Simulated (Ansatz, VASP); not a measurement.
## Two plane-wave programs on Ru

```
Ru
1.0
    -1.53620    1.53620    1.53620
     1.53620   -1.53620    1.53620
     1.53620    1.53620   -1.53620
Ru
1
Direct
  0.00000 0.00000 0.00000
```

Alike in both runs: task single point; functional r2SCAN; k mesh 16 × 16 × 16; occupations fermi-dirac, width 0.1 eV; no spin polarisation.

|  | VASP | Ansatz |
| --- | --- | --- |
| version | VASP 6.6.1 | Ansatz 0.2.0 |
| potentials or method | VASP PAW PBE potentials, release 64 (Ru_pv), cutoff 520 eV | plane waves (500 eV) with PAW, scalar-relativistic |
| valence electrons in the cell | 14 | 16 |

|  | VASP | Ansatz | Ansatz less VASP |
| --- | --- | --- | --- |
| pressure (GPa) | -9.5 | -10.6 | -1.10 |

VASP's potentials were made for PBE, not for r2SCAN. The functional is the same, so the differences come from potentials, cutoffs and numerics. VASP's potentials hold 14 valence electrons a cell and Ansatz's 16, so a difference there can come from the potentials and not from the codes.
